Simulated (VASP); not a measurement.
# Al2Cu (I4/mcm) in VASP: further runs

Al2Cu is run at these levels: PBE; tasks: single point.

Program: VASP 6.6.1. These are calculated values, not measurements. Logs are shortened: lines on timing, memory, paths and dates and some standing lists are left out, and cuts for length are marked.

### 1 The cell of the first run

It takes space group I4/mcm (No. 140, tetragonal). Conventional cell: a = 5.810 Å, b = 5.810 Å, c = 4.785 Å, α = 90.00°, β = 90.00°, γ = 90.00°. Al (site symmetry m2m) has 4 Cu at 2.49 Å and 11 Al at 2.61 to 3.09 Å within 3.3 Å. Cu (site symmetry 422) has 2 Cu at 2.39 Å and 8 Al at 2.49 Å within 3.2 Å.

### 2 Single point, PBE

INCAR

```
  ALGO = Fast
  EDIFF = 1E-6
  ENCUT = 520
  GGA = PE
  ISIF = 2
  ISMEAR = 0
  LASPH = T
  LCHARG = F
  LREAL = F
  LWAVE = F
  NBANDS = 26
  NELM = 60
  PREC = Accurate
  SIGMA = 0.15
```

KPOINTS

```
k-points
0
Gamma
  10 10 10
```

POSCAR

```
Al2Cu
1.0
   -2.9051000000      2.9051000000      2.3924500000
    2.9051000000     -2.9051000000      2.3924500000
    2.9051000000      2.9051000000     -2.3924500000
Al Cu
4 2
Direct
    0.1587211657      0.6587211657      0.8174423314
    0.6587211657      0.8412788343      0.5000000000
    0.8412788343      0.3412788343      0.1825576686
    0.3412788343      0.1587211657      0.5000000000
    0.7500000000      0.7500000000      0.0000000000
    0.2500000000      0.2500000000      0.0000000000
```

Potentials or basis: VASP PAW PBE potentials, release 64 (Al, Cu).

Started as:

```
$ cat potpaw_PBE.64/Al/POTCAR potpaw_PBE.64/Cu/POTCAR > POTCAR
$ mpirun -np 1 vasp_std > vasp.out
```

OUTCAR:

```text
EDIFF = 1E-6
   ENCUT = 520
   GGA = PE
   ISIF = 2
   ISMEAR = 0
   LASPH = T
   LREAL = F
   NELM = 60
   PREC = Accurate

 ion  position               nearest neighbor table
   1  0.159  0.659  0.817-   5 2.49   6 2.49   5 2.49   6 2.49   3 2.61   3 2.82   3 2.82   4 3.02
                             2 3.02   2 3.02   4 3.02   2 3.09   4 3.09   4 3.09   2 3.09
   2  0.659  0.841  0.500-   6 2.49   6 2.49   5 2.49   5 2.49   4 2.61   4 2.82   4 2.82   3 3.02
                             1 3.02   1 3.02   3 3.02   1 3.09   3 3.09   3 3.09   1 3.09
   3  0.841  0.341  0.183-   5 2.49   6 2.49   5 2.49   6 2.49   1 2.61   1 2.82   1 2.82   2 3.02
                             4 3.02   4 3.02   2 3.02   4 3.09   2 3.09   4 3.09   2 3.09
   4  0.341  0.159  0.500-   5 2.49   5 2.49   6 2.49   6 2.49   2 2.61   2 2.82   2 2.82   1 3.02
                             1 3.02   3 3.02   3 3.02   1 3.09   3 3.09   1 3.09   3 3.09
   5  0.750  0.750  0.000-   6 2.39   6 2.39   4 2.49   4 2.49   3 2.49   3 2.49   2 2.49   1 2.49
                             1 2.49   2 2.49
   6  0.250  0.250  0.000-   5 2.39   5 2.39   2 2.49   2 2.49   4 2.49   3 2.49   4 2.49   1 2.49
                             1 2.49   3 2.49

  LATTYP: Found a body centered tetragonal cell.
 ALAT       =     5.8102000000
 C/A-ratio  =     0.8235344739

  Lattice vectors:

 A1 = (  -2.9051000000,   2.9051000000,   2.3924500000)
 A2 = (   2.9051000000,  -2.9051000000,   2.3924500000)
 A3 = (   2.9051000000,   2.9051000000,  -2.3924500000)

Analysis of symmetry for initial positions (statically):
=====================================================================
 Subroutine PRICEL returns:
 Original cell was already a primitive cell.

 Routine SETGRP: Setting up the symmetry group for a
 body centered tetragonal supercell.

 Subroutine GETGRP returns: Found 16 space group operations
 (whereof  8 operations were pure point group operations)
 out of a pool of 16 trial point group operations.

The static configuration has the point symmetry C_4h.
 The point group associated with its full space group is D_4h.

Analysis of symmetry for dynamics (positions and initial velocities):
=====================================================================
 Subroutine PRICEL returns:
 Original cell was already a primitive cell.

 Routine SETGRP: Setting up the symmetry group for a
 body centered tetragonal supercell.

 Subroutine GETGRP returns: Found 16 space group operations
 (whereof  8 operations were pure point group operations)
 out of a pool of 16 trial point group operations.

The dynamic configuration has the point symmetry C_4h.
 The point group associated with its full space group is D_4h.

 Subroutine INISYM returns: Found 16 space group operations
 (whereof  8 operations are pure point group operations),
 and found     1 'primitive' translations
[... 107 lines left out ...]
   IBRION =     -1    ionic relax: 0-MD 1-quasi-New 2-CG
   NFREE  =      0    steps in history (QN), initial steepest desc. (CG)
   ISIF   =      2    stress and relaxation
   ISYM   =      2    0-nonsym 1-usesym 2-fastsym
   POTIM  = 0.5000    time-step for ionic-motion
   TEBEG  =    0.0;   TEEND  =   0.0 temperature during run
   PSTRESS=    0.0 pullay stress
   NELECT =      34.0000    total number of electrons
   NUPDOWN=      -1.0000    fix difference up-down
   EMIN   =  10.00;   EMAX   =-10.00  energy-range for DOS
   EFERMI =   0.00;   METHOD = LEGACY
   ISMEAR =     0;   SIGMA  =   0.15  broadening in eV -4-tet -1-fermi 0-gaus
   EFERMI_NEDOS =   21; number of points for ismear=-14 and -15
   IALGO  =     68    algorithm
   IMIX   =      4    mixing-type and parameters
     AMIX     =   0.40;   BMIX     =  1.00
     AMIX_MAG =   1.60;   BMIX_MAG =  1.00
  volume/ion in A,a.u.               =      13.46        90.84
  Fermi-wavevector in a.u.,A,eV,Ry     =   1.226948  2.318595 20.482226  1.505401
  Thomas-Fermi vector in A             =   2.361930
   LORBIT       =      0    0 simple, 1 ext, 2 COOP (PROOUT), +10 PAW based schemes
   GGA     = PE    functional components
   LHFCALC =     F    Hartree Fock is set to
   AEXX    =    0.0000 exact exchange contribution
   IVDW    =     0    specifies the selected vdW correction
   LEPSILON=     F    determine dielectric tensor
   LRPA    =     F    only Hartree local field effects (RPA)
 non-spin polarized calculation
 RMM-DIIS sequential band-by-band and
 Gauss-broadening in eV      SIGMA  =   0.15
  energy-cutoff  :      520.00
  volume of cell :       80.77
 maximum number of plane-waves:      2208
   NGX = 17   NGY = 17   NGZ = 17

 number of electron      34.0000009 magnetization

 Free energy of the ion-electron system (eV)
  ---------------------------------------------------
  ext. energy  EPLUGINS =         0.00000000
  ---------------------------------------------------
  free energy    TOTEN  =       -23.05461804 eV

  energy without entropy =      -23.03654485  energy(sigma->0) =      -23.04558145

 E-fermi :   9.1268     XC(G=0): -11.2916

 val. band max:        9.1152668279   @ k =   0.3000   0.3000   0.2000
 cond. band min:       9.1392584814   @ k =   0.3000   0.1000   0.1000
 fundamental gap:      0.0239916535
 Fermi energy:         9.1267739954

 k-point     1 :       0.0000    0.0000    0.0000
  band No.  band energies     occupation
      1      -2.3459      2.00000
      2       3.3798      2.00000
      3       3.5072      2.00000
      4       3.5072      2.00000
      5       3.5954      2.00000
      6       4.5474      2.00000
[... 685 lines left out ...]
     25      16.7024      0.00000
     26      16.8860      0.00000

 [... further k-points ...]
[... 5 lines left out ...]
  --------------------------------------------------------------------------------------
  -------------------------------------------------------------------------------------
  Total        7.2657144      7.2657144      5.5041103      0.0000000     -0.0000000      0.0000000
  in kB      144.1331468    144.1331468    109.1874376      0.0000000     -0.0000000      0.0000000
  external PRESSURE =     132.4845771 kB  Pullay stress =       0.0000000 kB

 VOLUME and BASIS-vectors are now :
 -----------------------------------------------------------------------------
  energy-cutoff  :      520.00
  volume of cell :       80.77
      direct lattice vectors                 reciprocal lattice vectors
    -2.905100000  2.905100000  2.392450000     0.000000000  0.172111115  0.208990784
     2.905100000 -2.905100000  2.392450000     0.172111115  0.000000000  0.208990784
     2.905100000  2.905100000 -2.392450000     0.172111115  0.172111115  0.000000000

 POSITION                                       TOTAL-FORCE (eV/Angst)
 -----------------------------------------------------------------------------------
      3.82730      0.92220      0.00000        -0.004561     -0.004561     -0.000000
      1.98290      0.92220      2.39245         0.004561     -0.004561      0.000000
     -0.92220      1.98290      2.39245         0.004561      0.004561      0.000000
      0.92220      1.98290      0.00000        -0.004561      0.004561     -0.000000
      0.00000      0.00000      3.58868         0.000000      0.000000      0.000000
      0.00000      0.00000      1.19623         0.000000      0.000000      0.000000
 -----------------------------------------------------------------------------------
    total drift:                                0.000000     -0.000000      0.000000

  FREE ENERGIE OF THE ION-ELECTRON SYSTEM (eV)
  ---------------------------------------------------
  free  energy   TOTEN  =       -23.0546180450 eV

  energy  without entropy=      -23.0365448539  energy(sigma->0) =      -23.04558145
```

OSZICAR:

```text
N       E                     dE             d eps       ncg     rms          rms(c)
DAV:   1     0.194104796251E+03    0.19410E+03   -0.13816E+04  5304   0.151E+03
DAV:   2    -0.148547264172E+02   -0.20896E+03   -0.19634E+03  5328   0.297E+02
DAV:   3    -0.278805099131E+02   -0.13026E+02   -0.12233E+02  6732   0.933E+01
DAV:   4    -0.282494676701E+02   -0.36896E+00   -0.36734E+00  7956   0.141E+01
DAV:   5    -0.282541471473E+02   -0.46795E-02   -0.46785E-02  7774   0.162E+00    0.223E+01
RMM:   6    -0.332936682596E+02   -0.50395E+01   -0.10474E+02  6461   0.137E+02    0.190E+01
RMM:   7    -0.233057004572E+02    0.99880E+01   -0.31451E+01  5724   0.780E+01    0.285E+00
RMM:   8    -0.231121508033E+02    0.19355E+00   -0.17877E+00  5934   0.187E+01    0.119E+00
RMM:   9    -0.230599453552E+02    0.52205E-01   -0.38956E-01  6123   0.275E+00    0.487E-01
RMM:  10    -0.230583328887E+02    0.16125E-02   -0.39863E-02  6611   0.232E+00    0.304E-01
RMM:  11    -0.230544777175E+02    0.38552E-02   -0.97067E-03  7084   0.738E-01    0.789E-02
RMM:  12    -0.230547225584E+02   -0.24484E-03   -0.21408E-03  7591   0.334E-01    0.774E-02
RMM:  13    -0.230546302621E+02    0.92296E-04   -0.65713E-04  7034   0.150E-01    0.269E-02
RMM:  14    -0.230546154907E+02    0.14771E-04   -0.10586E-04  7071   0.847E-02    0.165E-02
RMM:  15    -0.230546176618E+02   -0.21711E-05   -0.23303E-05  7085   0.310E-02    0.169E-02
RMM:  16    -0.230546180450E+02   -0.38321E-06   -0.27605E-06  5253   0.164E-02
   1 F= -.23054618E+02 E0= -.23045581E+02  d E =-.180732E-01
```

It took 3.8 min on 1 thread of Intel Xeon 6975P-C, shared host; peak memory 0.33 GiB.

Results:

| Item | Value |
| --- | --- |
| Free energy | -23.0546 eV |
| Pressure | 13.2 GPa |
| Largest force | 0.006 eV/Å |
| Band gap on the k mesh | zero (band 17 reaches 11.76 eV, above the bottom of band 18 at 7.35 eV) |

Forces on the atoms (eV/Å):
```
Al  -0.005 -0.005  0.000
Al   0.005 -0.005  0.000
Al   0.005  0.005  0.000
Al  -0.005  0.005  0.000
Cu   0.000  0.000  0.000
Cu   0.000  0.000  0.000
```

Stress tensor (GPa, compression positive):
```
14.41  0.00  0.00
 0.00 14.41  0.00
 0.00  0.00 10.92
```

### 3 Single point, PBE

This run uses another cell than the first one, of 13.59 Å³/atom, 1.009 times its volume.

INCAR

```
SYSTEM = Al2Cu
PREC = Accurate
ENCUT = 520
EDIFF = 1E-6
ISMEAR = 0
SIGMA = 0.15
LREAL = .FALSE.
LASPH = .TRUE.
NELM = 100
ALGO = Fast
ISIF = 2
LWAVE = .FALSE.
LCHARG = .FALSE.
GGA = PE
NBANDS = 26
```

KPOINTS

```
regular mesh
0
G
  10 10 10
  0 0 0
```

Changes to POSCAR since step 2:

```diff
@@ -2,5 +2,5 @@
 1.0
-   -2.9051000000      2.9051000000      2.3924500000
-    2.9051000000     -2.9051000000      2.3924500000
-    2.9051000000      2.9051000000     -2.3924500000
+   -2.8748500000      2.8748500000      2.4657000000
+    2.8748500000     -2.8748500000      2.4657000000
+    2.8748500000      2.8748500000     -2.4657000000
 Al Cu
```

Potentials or basis: VASP PAW PBE potentials, release 64 (Al, Cu).

Started as:

```
$ cat potpaw_PBE.64/Al/POTCAR potpaw_PBE.64/Cu/POTCAR > POTCAR
$ mpirun -np 1 vasp_std > vasp.out
```

Wall time 3.9 min (1 thread of Intel Xeon 6975P-C, shared host); peak memory 0.33 GiB.

Results (log left out):

```
Free energy            : -23.0227 eV
Pressure               : 11.9 GPa
Largest force          : 0.166 eV/Å
Band gap on the k mesh : zero (band 17 reaches 11.44 eV, above the bottom of band 18 at 7.46 eV)
```

Forces in eV/Å, atoms in the order of the input:
```
Al   0.118  0.118  0.000
Al  -0.118  0.118  0.000
Al  -0.118 -0.118  0.000
Al   0.118 -0.118  0.000
Cu   0.000  0.000  0.000
Cu   0.000  0.000  0.000
```

Stress tensor (GPa, compression positive):
```
15.02  0.00  0.00
 0.00 15.02  0.00
 0.00  0.00  5.79
```

Levels at points of the mesh, in eV from the Fermi level:
```csv
k point,band 13,band 14,band 15,band 16,band 17,band 18,band 19,band 20,band 21,band 22
"(0.00, 0.00, 0.00)",-2.83,-1.92,-1.73,-1.53,-1.53,-1.16,-0.06,0.06,1.29,1.36
"(0.50, 0.00, 0.00)",-3.23,-3.23,-2.71,-2.71,0.46,0.46,3.69,3.69,4.83,4.83
"(0.50, 0.50, 0.00)",-3.51,-3.32,-1.53,-1.23,-1.04,-0.68,1.30,1.89,4.86,4.89
"(0.50, 0.50, 0.50)",-3.64,-3.64,-3.48,-2.17,2.41,2.95,2.95,3.72,4.25,4.81
```

(Continued in part 2 of 2.)
